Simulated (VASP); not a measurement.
Wanted: the native input for a VASP 6.6.1 run.

| Property | Result |
| --- | --- |
| Task | single point |
| Functional | PBE |
| Potentials or basis | VASP PAW PBE potentials, release 64 (Fe_sv) |
| Cutoff | 690 eV |
| k mesh | 10 × 10 × 10 |
| Occupations | gaussian, width 0.1 eV |
| Spin | no spin polarisation |
| Dipole correction | no |
| Further INCAR settings | ALGO = Normal; EDIFF = 1e-06; NBANDS = 23 |

The structure of Fe lies in POSCAR:

```
Fe
1.0
   -1.2438409963      1.2438409963      3.6652879265
    1.2438409963     -1.2438409963      3.6652879265
    1.2438409963      1.2438409963     -3.6652879265
Fe
2
Direct
    0.8513870983      0.8513870983      0.0000000000
    0.1486129017      0.1486129017      0.0000000000
```

The input as run:

INCAR

```
SYSTEM = Fe
  PREC = Accurate
  ENCUT = 690
  EDIFF = 1E-6
  ISMEAR = 0
  SIGMA = 0.1
  LREAL = .FALSE.
  LASPH = .TRUE.
  NELM = 120
  ALGO = Normal
  ISIF = 2
  LWAVE = .FALSE.
  LCHARG = .FALSE.
  GGA = PE
  NBANDS = 23
  GGA_COMPAT = .FALSE.
```

KPOINTS

```
regular mesh
0
G
  10 10 10
  0 0 0
```

Potentials or basis: VASP PAW PBE potentials, release 64 (Fe_sv).

The run is started by

```console
$ cat potpaw_PBE.64/Fe_sv/POTCAR > POTCAR
$ mpirun -np 1 vasp_std > vasp.out
```

Results of the run:

```
Pressure               : -1.4 GPa
Largest force          : 0.011 eV/Å
Band gap on the k mesh : zero (bands 16 and 17 overlap by 2.00 eV)
```

Caveat: the run has no spin polarisation, though such a crystal can be magnetic.

It took 96 s on 1 thread of Intel(R) Xeon(R) Platinum 8259CL CPU @ 2.50GHz (Skylake/Cascade Lake), on a shared host, peak memory 0.23 GiB.
